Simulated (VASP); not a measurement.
Runs of VASP 6.6.1 on Al3Cu. The structure is that of space group P4/mmm (No. 123), or close to it. The cells are those of the table. 

| cell | gap on the mesh (eV) | pressure (GPa) | largest force (eV/Å) |
| --- | --- | --- | --- |
| a = 2.732, b = 2.732, c = 7.820 Å, 4 atoms | none | 0.2 | 0.14 |
| a = 2.857, b = 2.857, c = 7.364 Å, 4 atoms | none | -3.1 | 0.06 |
| a = 2.732, b = 2.732, c = 7.364 Å, 4 atoms | none | 7.3 | 0.18 |
| a = 2.774, b = 2.774, c = 7.820 Å, 4 atoms | none | (b) | 0.05 |
| a = 2.691, b = 2.691, c = 7.820 Å, 4 atoms | none | 4.0 | 0.23 |
| a = 2.691, b = 2.691, c = 7.706 Å, 4 atoms | none | (a) | 0.25 |

Alike in all rows: task single point; level r2SCAN; potentials or basis VASP PAW PBE potentials, release 64 (Al, Cu); no spin polarisation; k mesh 18 × 18 × 6; cutoff (eV) 520; smearing gaussian 0.15 eV.

**Question.** Fill in the values left out.

**Answer.** (a) 5.7; (b) -3.0.

Caveats: the PAW data sets were made with another functional, which shifts forces and pressure a little; the cell stands under pressure (at least some runs); the cell stands under tension (at least some runs).

A gap of «none» marks levels without a gap at the run's occupations.
